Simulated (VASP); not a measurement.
# Si (Fd-3m) in VASP: notebook

Si is run at these levels: r2SCAN, HSE06; tasks: relaxation of cell and atoms, single point.

Everything below comes from runs of VASP 6.6.1. Logs are shortened: lines on timing, memory, paths and dates and some standing lists are left out, and cuts for length are marked.

### Step 1. The cell of the first run

Symmetry: Fd-3m, No. 227, cubic system. The conventional cell has a = 5.431 Å, b = 5.431 Å, c = 5.431 Å, α = 90.00°, β = 90.00°, γ = 90.00°. Si (site symmetry -43m) has 4 Si at 2.35 Å within 3.1 Å.

### Step 2. Relaxation of cell and atoms, r2SCAN

Contents of POSCAR:

```
Si
1.0
    0.0000000000      2.7153500000      2.7153500000
    2.7153500000      0.0000000000      2.7153500000
    2.7153500000      2.7153500000      0.0000000000
Si
2
Direct
    0.0000000000      0.0000000000      0.0000000000
    0.2500000000      0.2500000000      0.2500000000
```

Contents of INCAR.step1:

```
SYSTEM = Si
PREC = Accurate ; ENCUT = 600
ISMEAR = -1 ; SIGMA = 0.01
LREAL = .False. ; LASPH = .True.
NELM = 60 ; GGA = PE
ALGO = Normal ; EDIFF = 1E-4
LWAVE = .True. ; LCHARG = .False.
```

Contents of INCAR.step2:

```
SYSTEM = Si
PREC = Accurate ; ENCUT = 600
EDIFF = 1E-7 ; ISMEAR = -1
SIGMA = 0.01 ; LREAL = .False.
LASPH = .True. ; NELM = 60
ALGO = Normal ; ISIF = 3
LWAVE = .False. ; LCHARG = .False.
METAGGA = R2SCAN ; LMIXTAU = .True.
IBRION = 2 ; NSW = 80
EDIFFG = -0.01 ; ISTART = 1
```

Contents of KPOINTS:

```
Automatic mesh
0
Gamma
  9 9 9
  0 0 0
```

Potentials or basis: VASP PAW PBE potentials, release 64 (Si).

On the command line:

```console
$ cat potpaw_PBE.64/Si/POTCAR > POTCAR
$ cp INCAR.step1 INCAR
$ mpirun -np 1 vasp_std > vasp.out
$ cp INCAR.step2 INCAR
$ mpirun -np 1 vasp_std > vasp.out
```

OUTCAR:

```text
SYSTEM = Si
   PREC = Accurate
   ENCUT = 600
   EDIFF = 1E-7
   ISMEAR = -1
   LREAL = .False.
   LASPH = .True.
   NELM = 60
   ISIF = 3
   METAGGA = R2SCAN
   IBRION = 2
   NSW = 80
   EDIFFG = -0.01
   ISTART = 1

 ion  position               nearest neighbor table
   1  0.000  0.000  0.000-   2 2.35   2 2.35   2 2.35   2 2.35
   2  0.250  0.250  0.250-   1 2.35   1 2.35   1 2.35   1 2.35

  LATTYP: Found a face centered cubic cell.
 ALAT       =     5.4307000000

  Lattice vectors:

 A1 = (   0.0000000000,   2.7153500000,   2.7153500000)
 A2 = (   2.7153500000,   0.0000000000,   2.7153500000)
 A3 = (   2.7153500000,   2.7153500000,   0.0000000000)

Analysis of symmetry for initial positions (statically):
=====================================================================
 Subroutine PRICEL returns:
 Original cell was already a primitive cell.

 Routine SETGRP: Setting up the symmetry group for a
 face centered cubic supercell.

 Subroutine GETGRP returns: Found 48 space group operations
 (whereof 24 operations were pure point group operations)
 out of a pool of 48 trial point group operations.

The static configuration has the point symmetry T_d .
 The point group associated with its full space group is O_h .

Analysis of symmetry for dynamics (positions and initial velocities):
=====================================================================
 Subroutine PRICEL returns:
 Original cell was already a primitive cell.

 Routine SETGRP: Setting up the symmetry group for a
 face centered cubic supercell.

 Subroutine GETGRP returns: Found 48 space group operations
 (whereof 24 operations were pure point group operations)
 out of a pool of 48 trial point group operations.

The dynamic configuration has the point symmetry T_d .
 The point group associated with its full space group is O_h .

 Subroutine INISYM returns: Found 48 space group operations
 (whereof 24 operations are pure point group operations),
 and found     1 'primitive' translations

----------------------------------------------------------------------------------------

                                     Primitive cell

  volume of cell :      40.0412

  direct lattice vectors                    reciprocal lattice vectors
     0.000000000  2.715350000  2.715350000    -0.184138325  0.184138325  0.184138325
     2.715350000  0.000000000  2.715350000     0.184138325 -0.184138325  0.184138325
     2.715350000  2.715350000  0.000000000     0.184138325  0.184138325 -0.184138325

  length of vectors
     3.840084797  3.840084797  3.840084797     0.318936934  0.318936934  0.318936934

  position of ions in fractional coordinates (direct lattice)
     0.000000000  0.000000000  0.000000000
     0.250000000  0.250000000  0.250000000

  ion indices of the primitive-cell ions
   primitive index   ion index
                 1           1
                 2           2

----------------------------------------------------------------------------------------

 KPOINTS: Automatic mesh

Automatic generation of k-mesh.
 Grid dimensions read from file:
 generate k-points for:    9    9    9

 Generating k-lattice:

  Cartesian coordinates                     Fractional coordinates (reciprocal lattice)
    -0.020459814  0.020459814  0.020459814     0.111111111  0.000000000  0.000000000
     0.020459814 -0.020459814  0.020459814     0.000000000  0.111111111  0.000000000
     0.020459814  0.020459814 -0.020459814     0.000000000  0.000000000  0.111111111

  Length of vectors
     0.035437437  0.035437437  0.035437437

  Shift w.r.t. Gamma in fractional coordinates (k-lattice)
     0.000000000  0.000000000  0.000000000

 Subroutine IBZKPT returns following result:
 ===========================================

 Found     35 irreducible k-points:

 Following reciprocal coordinates:
            Coordinates               Weight
  0.000000  0.000000  0.000000      1.000000
  0.111111  0.000000  0.000000      8.000000
  0.222222  0.000000  0.000000      8.000000
  0.333333  0.000000  0.000000      8.000000
  0.444444  0.000000  0.000000      8.000000
  0.111111  0.111111  0.000000      6.000000
[... 16 lines left out ...]
 -0.333333  0.333333  0.000000     12.000000
  0.444444  0.444444  0.000000      6.000000
 [... further k-points ...]
   k-points           NKPTS =     35   k-points in BZ     NKDIM =     35   number of bands    NBANDS=      8
   number of dos      NEDOS =    301   number of ions     NIONS =      2
   total plane-waves  NPLWV =  32768
   dimension x,y,z NGX =    32 NGY =   32 NGZ =   32
   dimension x,y,z NGXF=    64 NGYF=   64 NGZF=   64
   ions per type =               2
   NGX,Y,Z   is equivalent  to a cutoff of  13.85, 13.85, 13.85 a.u.
   NGXF,Y,Z  is equivalent  to a cutoff of  27.71, 27.71, 27.71 a.u.
 SYSTEM =  Si
   PREC   = accura    normal or accurate (medium, high low for compatibility)
   ISTART =      1    job   : 0-new  1-cont  2-samecut
   ICHARG =      0    charge: 1-file 2-atom 10-const
   ISPIN  =      1    spin polarized calculation?
   LNONCOLLINEAR =      F non collinear calculations
   LSORBIT =      F    spin-orbit coupling
   LASPH  =      T    aspherical Exc in radial PAW
   ENCUT  =  600.0 eV  44.10 Ry    6.64 a.u.   7.67  7.67  7.67*2*pi/ulx,y,z
   NELM   =     60;   NELMIN=  2; NELMDL=  0     # of ELM steps
   EDIFF  = 0.1E-06   stopping-criterion for ELM
   LREAL  =      F    real-space projection
   EDIFFG = -.1E-01   stopping-criterion for IOM
   NSW    =     80    number of steps for IOM
   IBRION =      2    ionic relax: 0-MD 1-quasi-New 2-CG
   NFREE  =      1    steps in history (QN), initial steepest desc. (CG)
   ISIF   =      3    stress and relaxation
   ISYM   =      2    0-nonsym 1-usesym 2-fastsym
   POTIM  = 0.5000    time-step for ionic-motion
   TEBEG  =    0.0;   TEEND  =   0.0 temperature during run
   PSTRESS=    0.0 pullay stress
   NELECT =       8.0000    total number of electrons
   NUPDOWN=      -1.0000    fix difference up-down
   EMIN   =  10.00;   EMAX   =-10.00  energy-range for DOS
   EFERMI =   0.00;   METHOD = LEGACY
   ISMEAR =    -1;   SIGMA  =   0.01  broadening in eV -4-tet -1-fermi 0-gaus
   EFERMI_NEDOS =   21; number of points for ismear=-14 and -15
   IALGO  =     38    algorithm
   IMIX   =      4    mixing-type and parameters
     AMIX     =   0.40;   BMIX     =  1.00
     AMIX_MAG =   1.60;   BMIX_MAG =  1.00
  volume/ion in A,a.u.               =      20.02       135.11
  Fermi-wavevector in a.u.,A,eV,Ry     =   0.957052  1.808567 12.462245  0.915949
  Thomas-Fermi vector in A             =   2.086036
   LORBIT       =      0    0 simple, 1 ext, 2 COOP (PROOUT), +10 PAW based schemes
   METAGGA = R2SCAN    functional components
   LHFCALC =     F    Hartree Fock is set to
   AEXX    =    0.0000 exact exchange contribution
   IVDW    =     0    specifies the selected vdW correction
   LEPSILON=     F    determine dielectric tensor
   LRPA    =     F    only Hartree local field effects (RPA)
 conjugate gradient relaxation of ions
 non-spin polarized calculation
  energy-cutoff  :      600.00
  volume of cell :       40.04
 maximum number of plane-waves:      1363
   NGX = 15   NGY = 15   NGZ = 15

--------------------------------------- Ionic step        1  -------------------------------------------

 number of electron       7.9999999 magnetization

 Free energy of the ion-electron system (eV)
  ---------------------------------------------------
  ext. energy  EPLUGINS =         0.00000000
  ---------------------------------------------------
  free energy    TOTEN  =       -17.54850117 eV

  energy without entropy =      -17.54850117  energy(sigma->0) =      -17.54850117

------------------------ aborting loop because EDIFF is reached ----------------------------------------

  FORCE on cell =-STRESS in cart. coord.  units (eV):
  Direction    XX          YY          ZZ          XY          YZ          ZX
  --------------------------------------------------------------------------------------
  -------------------------------------------------------------------------------------
  Total        0.1243714      0.1243714      0.1243714     -0.0000000     -0.0000000      0.0000000
  in kB        4.9764971      4.9764971      4.9764971     -0.0000000     -0.0000000      0.0000000
  external PRESSURE =       4.9764971 kB  Pullay stress =       0.0000000 kB
[... 57 lines left out ...]
  energy  without entropy=      -17.5486162589  energy(sigma->0) =      -17.54861626

--------------------------------------- Ionic step        3  -------------------------------------------

 number of electron       8.0000000 magnetization

 Free energy of the ion-electron system (eV)
  ---------------------------------------------------
  ext. energy  EPLUGINS =         0.00000000
  ---------------------------------------------------
  free energy    TOTEN  =       -17.54880925 eV

  energy without entropy =      -17.54880925  energy(sigma->0) =      -17.54880925

 E-fermi :   5.9094     XC(G=0):  -9.8351

 val. band max:        5.6873694552   @ k =   0.0000   0.0000   0.0000
 cond. band min:       6.4827474512   @ k =   0.4444   0.4444   0.0000
 fundamental gap:      0.7953779960
 Fermi energy:         5.9093803077

 k-point     1 :       0.0000    0.0000    0.0000
  band No.  band energies     occupation
      1      -6.8033      2.00000
      2       5.6874      2.00000
      3       5.6874      2.00000
      4       5.6874      2.00000
      5       8.4435      0.00000
      6       8.4435      0.00000
      7       8.4435      0.00000
      8       9.6150      0.00000
[... 243 lines left out ...]
 k-point    24 :       0.4444    0.4444    0.0000
  band No.  band energies     occupation
      1      -3.3214      2.00000
      2      -1.5180      2.00000
      3       2.7406      2.00000
      4       2.7406      2.00000
      5       6.4827      0.00000
      6       6.9026      0.00000
      7      15.6649      0.00000
      8      15.6649      0.00000

 [... further k-points ...]

------------------------ aborting loop because EDIFF is reached ----------------------------------------

  FORCE on cell =-STRESS in cart. coord.  units (eV):
  Direction    XX          YY          ZZ          XY          YZ          ZX
  --------------------------------------------------------------------------------------
  -------------------------------------------------------------------------------------
  Total        0.0010551      0.0010551      0.0010551      0.0000000      0.0000000      0.0000000
  in kB        0.0420074      0.0420074      0.0420074      0.0000000      0.0000000      0.0000000
  external PRESSURE =       0.0420074 kB  Pullay stress =       0.0000000 kB
[... 17 lines left out ...]
  FREE ENERGIE OF THE ION-ELECTRON SYSTEM (eV)
  ---------------------------------------------------
  free  energy   TOTEN  =       -17.5488092475 eV

  energy  without entropy=      -17.5488092475  energy(sigma->0) =      -17.54880925

 reached required accuracy - stopping structural energy minimisation
```

It took 2.1 min on 1 thread of Intel Xeon Platinum 8259CL at 2.50GHz (Skylake/Cascade Lake), shared host; peak memory 0.18 GiB.

What came out:

```yaml
Free_energy: -17.5488 eV
Relaxed_volume: 20.12 Å³/atom
Relaxed_cell: a = 3.846 Å, b = 3.846 Å, c = 3.846 Å, α = 60.00°, β = 60.00°, γ = 60.00°
Space_group_after_relaxing_to_0.1_Å: Fd-3m (No. 227)
Energy_gained_by_relaxing: 0.2 meV/atom
Ionic_steps: 3
Pressure_after_relaxing: 0.0 GPa
Band_gap_on_the_k_mesh: 0.80 eV (least direct gap 2.76 eV)
```

The path:
```tsv
step	energy change (eV)	largest force (eV/Å)	pressure (GPa)	volume (Å³)
1	0.0000	0.0000	0.50	40.04
2	-0.0001	0.0000	-0.38	40.40
3	-0.0003	0.0000	0.00	40.24
```

Final structure:
```cif
data_structure
_symmetry_space_group_name_H-M 'P 1'
_symmetry_Int_Tables_number 1
_cell_length_a 3.8465
_cell_length_b 3.8465
_cell_length_c 3.8465
_cell_angle_alpha 60.000
_cell_angle_beta 60.000
_cell_angle_gamma 60.000
_cell_volume 40.24
loop_
_atom_site_label
_atom_site_type_symbol
_atom_site_fract_x
_atom_site_fract_y
_atom_site_fract_z
_atom_site_occupancy
Si1 Si 0.00000 0.00000 0.00000 1
Si2 Si 0.25000 0.25000 0.25000 1
```

Caveat: the PAW data sets were made with another functional, which shifts forces and pressure a little; an odd mesh through Γ misses points on the zone boundary, where band edges can lie. Zero-point motion and thermal expansion aren't in these numbers.

[end of part 1 of 2]
